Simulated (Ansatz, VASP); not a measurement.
# Two plane-wave programs on Mg

```
Mg
1.0
     3.18873    0.00000    0.00000
    -1.59436    2.76152    0.00000
     0.00000    0.00000    5.10875
Mg
2
Cartesian
  0.0000 1.8410 1.2772
  1.5944 0.9205 3.8316
```

Alike in both runs: functional PBEsol; k mesh 18 × 18 × 8; occupations gaussian, width 0.1 eV; no spin polarisation.

Ansatz relaxed the structure, and its values are those at the end. VASP's run is a single point on that final structure, the one shown.

|  | VASP | Ansatz |
| --- | --- | --- |
| version | VASP 6.6.1 | Ansatz 0.2.0 |
| potentials or method | VASP PAW PBE potentials, release 64 (Mg), cutoff 520 eV | scalar-relativistic, plane waves, PAW |
| valence electrons in the cell | 4 | 20 |

```csv
,VASP,Ansatz,Ansatz less VASP
gap on the k mesh at the Fermi level (eV),none,none,-
pressure (GPa),0.0,0.0,+0.05
```

VASP's potentials were made for PBE, not for PBEsol. A gap of «none» marks a metal or a gap that the smearing closes. With one functional, cell and mesh, what is left measures potentials, basis and numerics. VASP's potentials hold 4 valence electrons a cell and Ansatz's 20, so a difference there can come from the potentials and not from the codes.
